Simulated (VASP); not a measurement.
Input of a VASP 6.6.1 run:

File POSCAR:

```
CaHF2
1.0
    1.7758260000      3.0758180000      0.0000000000
   -1.7758260000      3.0758180000      0.0000000000
    0.0000000000     -2.0505420000      4.6857780000
H F Ca
1 2 1
Direct
    0.5000000000      0.5000000000      0.5000000000
    0.4176000000      0.4176000000      0.2528000000
    0.5824000000      0.5824000000      0.7472000000
    0.0000000000      0.0000000000      0.0000000000
```

File INCAR.step1:

```
SYSTEM = CaHF2
PREC = Accurate ; ENCUT = 520
ISMEAR = -1 ; SIGMA = 0.1
LREAL = .FALSE. ; LASPH = .TRUE.
NELM = 80 ; NBANDS = 20
GGA = PE ; ALGO = Normal
EDIFF = 1E-4 ; LWAVE = .TRUE.
LCHARG = .FALSE.
```

Contents of INCAR.step2:

```
SYSTEM = CaHF2
PREC = Accurate ; ENCUT = 520
EDIFF = 1E-6 ; ISMEAR = -1
SIGMA = 0.1 ; LREAL = .FALSE.
LASPH = .TRUE. ; NELM = 80
ALGO = Normal ; ISIF = 2
LWAVE = .FALSE. ; LCHARG = .FALSE.
METAGGA = R2SCAN ; LMIXTAU = .TRUE.
NBANDS = 20 ; ISTART = 1
```

KPOINTS

```
regular mesh
0
G
  10 10 10
  0 0 0
```

Potentials or basis: VASP PAW PBE potentials, release 64 (H, F, Ca_sv).

Command:

```bash
$ cat potpaw_PBE.64/H/POTCAR potpaw_PBE.64/F/POTCAR potpaw_PBE.64/Ca_sv/POTCAR > POTCAR
$ cp INCAR.step1 INCAR
$ mpirun -np 1 vasp_std > vasp.out
$ cp INCAR.step2 INCAR
$ mpirun -np 1 vasp_std > vasp.out
```

Question: What does it give for the largest force?

Answer: 0.222 eV/Å.

Question: Estimate the band gap on the k mesh.

Answer: Zero (an odd number of electrons rules out a gap without spin polarisation).

Question: Predict the pressure.

Answer: 7.4 GPa.

Stress tensor (GPa, compression positive):
```
11.11  0.00  0.00
 0.00 11.11  0.00
 0.00  0.00 -0.11
```

Caveat: the stress differs along the axes, from -0 to 11 GPa; the PAW data sets were made with another functional, which shifts forces and pressure a little; an odd number of electrons without spin polarisation forces a metal; a magnetic or distorted state may lie lower.
